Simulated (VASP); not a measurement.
# Mg4H in VASP: relaxation of the atoms with PBEsol

Aim: the relaxation of the atoms of Mg4H with PBEsol.

Program: VASP 6.6.1. These are calculated values, not measurements. Logs are shortened: lines on timing, memory, paths and dates and some standing lists are left out, and cuts for length are marked.

## 1. The cell of the first run

The cell holds a slab with vacuum, 5 atoms: a = 3.188 Å, b = 5.108 Å, c = 19.136 Å, α = 90.00°, β = 90.00°, γ = 90.00°.

## 2. Relaxation of the atoms, PBEsol

INCAR reads:

```
ALGO = Normal
DIPOL = 0.5 0.5 0.331
EDIFF = 1E-6
EDIFFG = -0.025
ENCUT = 520
GGA = PS
IBRION = 2
IDIPOL = 3
ISIF = 2
ISMEAR = 0
LASPH = T
LCHARG = F
LDIPOL = T
LREAL = F
LWAVE = F
NELM = 100
NSW = 36
PREC = Accurate
SIGMA = 0.1
```

KPOINTS reads:

```
k-points
0
Gamma
  8 5 1
```

POSCAR reads:

```
Mg4H
1.0
    3.1881999939      0.0000000000      0.0000000000
    0.0000000000      5.1084658709      0.0000000000
    0.0000000000      0.0000000000     19.1358427726
Mg H
4 1
Selective dynamics
Direct
    0.0000000000      0.7500000000      0.2090318178  F F F
    0.5000000000      0.2500000000      0.2571276385  F F F
    0.5000000000      0.7500000000      0.3576109084  F F F
    0.0000000000      0.2500000000      0.3990335238  F F F
    0.5000000000      0.2500000000      0.4332338624  F F T
```

Potentials or basis: VASP PAW PBE potentials, release 64 (Mg, H).

Started as:

```console
> cat potpaw_PBE.64/Mg/POTCAR potpaw_PBE.64/H/POTCAR > POTCAR
> mpirun -np 1 vasp_std > vasp.out
```

OUTCAR:

```text
EDIFF = 1E-6
   EDIFFG = -0.025
   ENCUT = 520
   GGA = PS
   IBRION = 2
   ISIF = 2
   ISMEAR = 0
   LASPH = T
   LREAL = F
   NELM = 100
   NSW = 36
   PREC = Accurate

 ion  position               nearest neighbor table
   1  0.000  0.750  0.209-   2 3.15   2 3.15   2 3.15   2 3.15   3 3.26   3 3.26
   2  0.500  0.250  0.257-   1 3.15   1 3.15   1 3.15   1 3.15   4 3.15   4 3.15   3 3.20   3 3.20

   3  0.500  0.750  0.358-   4 3.11   4 3.11   4 3.11   4 3.11   2 3.20   2 3.20   1 3.26   1 3.26

   4  0.000  0.250  0.399-   5 1.72   5 1.72   3 3.11   3 3.11   3 3.11   3 3.11   2 3.15   2 3.15

   5  0.500  0.250  0.433-   4 1.72   4 1.72

  LATTYP: Found a simple orthorhombic cell.
 ALAT       =     3.1881999939
 B/A-ratio  =     1.6023040840
 C/A-ratio  =     6.0020835610

  Lattice vectors:

 A1 = (   3.1881999939,   0.0000000000,   0.0000000000)
 A2 = (   0.0000000000,   5.1084658709,   0.0000000000)
 A3 = (   0.0000000000,   0.0000000000,  19.1358427726)

Analysis of symmetry for initial positions (statically):
=====================================================================
 Subroutine PRICEL returns:
 Original cell was already a primitive cell.

 Routine SETGRP: Setting up the symmetry group for a
 simple orthorhombic supercell.

 Subroutine GETGRP returns: Found  4 space group operations
 (whereof  2 operations were pure point group operations)
 out of a pool of  8 trial point group operations.

The static configuration has the point symmetry C_1h.
 The point group associated with its full space group is C_2v.

Analysis of symmetry for dynamics (positions and initial velocities):
=====================================================================
 Subroutine PRICEL returns:
 Original cell was already a primitive cell.

 Routine SETGRP: Setting up the symmetry group for a
 simple orthorhombic supercell.

 Subroutine GETGRP returns: Found  4 space group operations
 (whereof  2 operations were pure point group operations)
 out of a pool of  8 trial point group operations.

The dynamic configuration has the point symmetry C_1h.
 The point group associated with its full space group is C_2v.

Analysis of constrained symmetry for selective dynamics:
=====================================================================
 Subroutine PRICEL returns:
 Original cell was already a primitive cell.

 Routine SETGRP: Setting up the symmetry group for a
 simple orthorhombic supercell.

 Subroutine GETGRP returns: Found  4 space group operations
 (whereof  2 operations were pure point group operations)
 out of a pool of  8 trial point group operations.

The constrained configuration has the point symmetry C_1h.
 The point group associated with its full space group is C_2v.

 Subroutine INISYM returns: Found  4 space group operations
 (whereof  2 operations are pure point group operations),
 and found     1 'primitive' translations

----------------------------------------------------------------------------------------

                                     Primitive cell

  volume of cell :     311.6619

  direct lattice vectors                    reciprocal lattice vectors
     3.188199994  0.000000000  0.000000000     0.313656609  0.000000000  0.000000000
     0.000000000  5.108465871  0.000000000     0.000000000  0.195753486  0.000000000
     0.000000000  0.000000000 19.135842773     0.000000000  0.000000000  0.052257954

  length of vectors
     3.188199994  5.108465871 19.135842773     0.313656609  0.195753486  0.052257954

  position of ions in fractional coordinates (direct lattice)
     0.000000000  0.750000000  0.209031818
     0.500000000  0.250000000  0.257127639
     0.500000000  0.750000000  0.357610908
     0.000000000  0.250000000  0.399033524
     0.500000000  0.250000000  0.433233862

  ion indices of the primitive-cell ions
   primitive index   ion index
                 1           1
                 2           2
                 3           3
                 4           4
                 5           5

----------------------------------------------------------------------------------------

 KPOINTS: k-points

Automatic generation of k-mesh.
 Grid dimensions read from file:
 generate k-points for:    8    5    1

 Generating k-lattice:

  Cartesian coordinates                     Fractional coordinates (reciprocal lattice)
     0.039207076  0.000000000  0.000000000     0.125000000  0.000000000  0.000000000
     0.000000000  0.039150697  0.000000000     0.000000000  0.200000000  0.000000000
     0.000000000  0.000000000  0.052257954     0.000000000  0.000000000  1.000000000

  Length of vectors
     0.039207076  0.039150697  0.052257954

  Shift w.r.t. Gamma in fractional coordinates (k-lattice)
     0.000000000  0.000000000  0.000000000

 Subroutine IBZKPT returns following result:
 ===========================================

 Found     15 irreducible k-points:

 Following reciprocal coordinates:
            Coordinates               Weight
  0.000000  0.000000  0.000000      1.000000
  0.125000  0.000000  0.000000      2.000000
  0.250000  0.000000  0.000000      2.000000
  0.375000  0.000000  0.000000      2.000000
  0.500000  0.000000  0.000000      1.000000
  0.000000  0.200000  0.000000      2.000000
  0.125000  0.200000  0.000000      4.000000
  0.250000  0.200000  0.000000      4.000000
  0.375000  0.200000  0.000000      4.000000
  0.500000  0.200000  0.000000      2.000000
  0.000000  0.400000  0.000000      2.000000
  0.125000  0.400000  0.000000      4.000000
  0.250000  0.400000  0.000000      4.000000
  0.375000  0.400000  0.000000      4.000000
  0.500000  0.400000  0.000000      2.000000
   k-points           NKPTS =     15   k-points in BZ     NKDIM =     15   number of bands    NBANDS=      8
   number of dos      NEDOS =    301   number of ions     NIONS =      5
   total plane-waves  NPLWV = 138240
   dimension x,y,z NGX =    24 NGY =   40 NGZ =  144
   dimension x,y,z NGXF=    48 NGYF=   80 NGZF=  288
   ions per type =               4   1
   NGX,Y,Z   is equivalent  to a cutoff of  12.51, 13.02, 12.51 a.u.
   NGXF,Y,Z  is equivalent  to a cutoff of  25.03, 26.03, 25.02 a.u.
 SYSTEM =  unknown system
   PREC   = accura    normal or accurate (medium, high low for compatibility)
   ISTART =      0    job   : 0-new  1-cont  2-samecut
   ICHARG =      2    charge: 1-file 2-atom 10-const
   ISPIN  =      1    spin polarized calculation?
   LNONCOLLINEAR =      F non collinear calculations
   LSORBIT =      F    spin-orbit coupling
   LASPH  =      T    aspherical Exc in radial PAW
   ENCUT  =  520.0 eV  38.22 Ry    6.18 a.u.   5.93  9.50 35.58*2*pi/ulx,y,z
   NELM   =    100;   NELMIN=  2; NELMDL= -5     # of ELM steps
   EDIFF  = 0.1E-05   stopping-criterion for ELM
   LREAL  =      F    real-space projection
   EDIFFG = -.3E-01   stopping-criterion for IOM
   NSW    =     36    number of steps for IOM
   IBRION =      2    ionic relax: 0-MD 1-quasi-New 2-CG
   NFREE  =      1    steps in history (QN), initial steepest desc. (CG)
   ISIF   =      2    stress and relaxation
   ISYM   =      2    0-nonsym 1-usesym 2-fastsym
   POTIM  = 0.5000    time-step for ionic-motion
   TEBEG  =    0.0;   TEEND  =   0.0 temperature during run
   PSTRESS=    0.0 pullay stress
   NELECT =       9.0000    total number of electrons
   NUPDOWN=      -1.0000    fix difference up-down
   EMIN   =  10.00;   EMAX   =-10.00  energy-range for DOS
   EFERMI =   0.00;   METHOD = LEGACY
   ISMEAR =     0;   SIGMA  =   0.10  broadening in eV -4-tet -1-fermi 0-gaus
   EFERMI_NEDOS =   21; number of points for ismear=-14 and -15
   IALGO  =     38    algorithm
   IMIX   =      4    mixing-type and parameters
     AMIX     =   0.40;   BMIX     =  1.00
     AMIX_MAG =   1.60;   BMIX_MAG =  1.00
  volume/ion in A,a.u.               =      62.33       420.64
  Fermi-wavevector in a.u.,A,eV,Ry     =   0.502259  0.949132  3.432262  0.252264
  Thomas-Fermi vector in A             =   1.511186
   LORBIT       =      0    0 simple, 1 ext, 2 COOP (PROOUT), +10 PAW based schemes
   GGA     = PS    functional components
   LHFCALC =     F    Hartree Fock is set to
   AEXX    =    0.0000 exact exchange contribution
   IVDW    =     0    specifies the selected vdW correction
   LEPSILON=     F    determine dielectric tensor
   LRPA    =     F    only Hartree local field effects (RPA)
 conjugate gradient relaxation of ions
 non-spin polarized calculation
 Gauss-broadening in eV      SIGMA  =   0.10
  energy-cutoff  :      520.00
  volume of cell :      311.66
 maximum number of plane-waves:      8432
 NGX is ok and might be reduce to    24
   NGX = 11   NGY = 19   NGZ = 71

 dipolmoment           0.000000      0.000000     -0.003243 electrons x Angstroem

--------------------------------------- Ionic step        1  -------------------------------------------

 number of electron       9.0000000 magnetization

 Free energy of the ion-electron system (eV)
  ---------------------------------------------------
  ext. energy  EPLUGINS =         0.00000000
  ---------------------------------------------------
  free energy    TOTEN  =        -8.46629467 eV

  energy without entropy =       -8.45623245  energy(sigma->0) =       -8.46126356

------------------------ aborting loop because EDIFF is reached ----------------------------------------

 vacuum level on the upper side and lower side of the slab       (xc-potential included)        -0.020        -0.147

  FORCE on cell =-STRESS in cart. coord.  units (eV):
  Direction    XX          YY          ZZ          XY          YZ          ZX
  --------------------------------------------------------------------------------------
  -------------------------------------------------------------------------------------
  Total        0.2936567      0.2357253      0.6765606      0.0000000      0.0000000      0.0000000
  in kB        1.5096175      1.2118063      3.4780326      0.0000000      0.0000000      0.0000000
  external PRESSURE =       2.0664855 kB  Pullay stress =       0.0000000 kB

 VOLUME and BASIS-vectors are now :
 -----------------------------------------------------------------------------
  energy-cutoff  :      520.00
  volume of cell :      311.66
      direct lattice vectors                 reciprocal lattice vectors
     3.188199994  0.000000000  0.000000000     0.313656609  0.000000000  0.000000000
     0.000000000  5.108465871  0.000000000     0.000000000  0.195753486  0.000000000
     0.000000000  0.000000000 19.135842773     0.000000000  0.000000000  0.052257954
[... 132 lines left out ...]
  energy  without entropy=       -8.6183606818  energy(sigma->0) =       -8.62697828

--------------------------------------- Ionic step        5  -------------------------------------------

 number of electron       9.0000000 magnetization

 dipolmoment           0.000000      0.000000      0.069886 electrons x Angstroem

 Free energy of the ion-electron system (eV)
  ---------------------------------------------------
  ext. energy  EPLUGINS =         0.00000000
  ---------------------------------------------------
  free energy    TOTEN  =        -8.64576286 eV

  energy without entropy =       -8.62927141  energy(sigma->0) =       -8.63751713

 E-fermi :  -1.8747     XC(G=0):  -3.4475

 val. band max:       -1.8807075429   @ k =   0.2500   0.0000   0.0000
 cond. band min:      -1.8549147256   @ k =   0.3750   0.2000   0.0000
 fundamental gap:      0.0257928173
 Fermi energy:        -1.8747406766

 k-point     1 :       0.0000    0.0000    0.0000
  band No.  band energies     occupation
      1      -8.3504      2.00000
      2      -6.7969      2.00000
      3      -4.3190      2.00000
      4      -2.7243      2.00000
      5      -2.1526      1.99991
      6      -1.2929      0.00000
      7      -0.7676      0.00000
      8      -0.0383      0.00000
[... 144 lines left out ...]
 k-point    15 :       0.5000    0.4000    0.0000
  band No.  band energies     occupation
      1      -5.5754      2.00000
      2      -3.4389      2.00000
      3      -3.2700      2.00000
      4      -2.3614      2.00000
      5      -1.9720      1.83094
      6      -1.2014      0.00000
      7      -0.9236      0.00000
      8      -0.1427      0.00000

------------------------ aborting loop because EDIFF is reached ----------------------------------------

 vacuum level on the upper side and lower side of the slab       (xc-potential included)         0.222        -0.482

  FORCE on cell =-STRESS in cart. coord.  units (eV):
  Direction    XX          YY          ZZ          XY          YZ          ZX
  --------------------------------------------------------------------------------------
  -------------------------------------------------------------------------------------
  Total       -1.7435257      0.2034367     -0.1228250      0.0000000      0.0000000      0.0000000
  in kB       -8.9630390      1.0458183     -0.6314133      0.0000000      0.0000000      0.0000000
  external PRESSURE =      -2.8495447 kB  Pullay stress =       0.0000000 kB

 VOLUME and BASIS-vectors are now :
 -----------------------------------------------------------------------------
  energy-cutoff  :      520.00
  volume of cell :      311.66
      direct lattice vectors                 reciprocal lattice vectors
     3.188199994  0.000000000  0.000000000     0.313656609  0.000000000  0.000000000
     0.000000000  5.108465871  0.000000000     0.000000000  0.195753486  0.000000000
     0.000000000  0.000000000 19.135842773     0.000000000  0.000000000  0.052257954
[... 11 lines left out ...]
  FREE ENERGIE OF THE ION-ELECTRON SYSTEM (eV)
  ---------------------------------------------------
  free  energy   TOTEN  =        -8.6457628583 eV

  energy  without entropy=       -8.6292714057  energy(sigma->0) =       -8.63751713

 reached required accuracy - stopping structural energy minimisation

 vacuum level on the upper side and lower side of the slab         2.220         1.430
```

Wall time 2 min (1 thread of Intel Xeon 6975P-C (Granite Rapids), shared host); peak memory 0.39 GiB.

Results:

* Free energy: -8.6458 eV
* Energy gained by relaxing: 35.9 meV/atom
* Ionic steps: 5
* Band gap on the k mesh: zero (an odd number of electrons rules out a gap without spin polarisation)

The path:
| step | energy change (eV) | largest force on free atoms (eV/Å) | pressure (GPa) |
| --- | --- | --- | --- |
| 1 | 0.0000 | 0.9311 | 0.21 |
| 2 | -0.0398 | 0.8388 | 0.14 |
| 3 | -0.1315 | 0.5124 | -0.04 |
| 4 | -0.1693 | 0.2393 | -0.39 |
| 5 | -0.1795 | 0.0031 | -0.28 |

Final structure:
```xyz
5
Lattice="3.1882 0.0000 0.0000 0.0000 5.1085 0.0000 0.0000 0.0000 19.1358" Properties=species:S:1:pos:R:3 pbc="T T T"
Mg    0.0000    3.8313    4.0000
Mg    1.5941    1.2771    4.9204
Mg    1.5941    3.8313    6.8432
Mg    0.0000    1.2771    7.6358
H     1.5941    1.2771    8.6537
```

Caveat: the PAW data sets were made with another functional, which shifts forces and pressure a little.

The gap in the log of VASP goes by the Fermi energy; the results here count the filled bands.